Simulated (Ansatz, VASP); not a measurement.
# One calculation of Hg, two programs

```
Hg
1.0
     0.00000    3.27538    3.27538
     3.27538    0.00000    3.27538
     3.27538    3.27538    0.00000
Hg
2
Direct
  0.12500 0.12500 0.12500
  0.87500 0.87500 0.87500
```

Alike in both runs: task single point; functional r2SCAN; k mesh 9 × 9 × 9; occupations fermi-dirac, width 0.1 eV; no spin polarisation.

|  | VASP | Ansatz |
| --- | --- | --- |
| version | VASP 6.6.1 | Ansatz 0.2.0 |
| potentials or method | VASP PAW PBE potentials, release 64 (Hg), cutoff 520 eV | plane waves (500 eV) with PAW, scalar-relativistic |
| valence electrons in the cell | 24 | 40 |

|  | VASP | Ansatz | Ansatz less VASP |
| --- | --- | --- | --- |
| pressure (GPa) | 2.0 | 1.7 | -0.35 |

VASP's potentials were made for PBE, not for r2SCAN. VASP's potentials hold 24 valence electrons a cell and Ansatz's 40, so a difference there can come from the potentials and not from the codes.

Spin-orbit coupling is off throughout.
